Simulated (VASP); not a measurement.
Runs of VASP 6.6.1 on MnS. Symmetry: Fm-3m, No. 225, cubic system. Conventional cell: a = 5.224 Å, b = 5.224 Å, c = 5.224 Å, α = 90.00°, β = 90.00°, γ = 90.00°. Within 3.4 Å of Mn (site symmetry m-3m) lie 6 S at 2.61 Å. S (site symmetry m-3m) has 6 Mn at 2.61 Å within 3.4 Å. 

| potentials or basis | spin | fixed moment (μB) | cutoff (eV) | gap on the mesh (eV) | pressure (GPa) | moment (μB) |
| --- | --- | --- | --- | --- | --- | --- |
| VASP PAW PBE potentials, release 64 (Mn_pv, S) | collinear, ferromagnetic start | 9.0 | 520 | - | -6.8 | 9.00 |
| VASP PAW PBE potentials, release 64 (Mn_pv, S) | collinear, ferromagnetic start | - | 520 | 0.19 | -1.0 | (b) |
| VASP PAW PBE potentials, release 64 (Mn_pv, S) | collinear, antiferromagnetic start | - | 520 | 0.81 | (a) | 0.00 |
| VASP PAW PBE potentials, release 64 (Mn_sv, S) | collinear, antiferromagnetic start | - | 600 | 0.72 | -3.0 | 0.00 |

Alike in all rows: task single point; level PBEsol+U; Mn d U = 4.0 eV, J = 0.9 eV; cell as given; k mesh 6 × 6 × 6; smearing gaussian 0.05 eV.

Q: Estimate the missing entries.

A: (a) -1.7; (b) 10.00.

Caveats: the PAW data sets were made with another functional, which shifts forces and pressure a little; the cell stands under tension (at least some runs); the total moment is fixed, so each spin has its own Fermi level (at least some runs).

A k mesh can miss the band edges.

The runs don't all hold the same shells in valence.
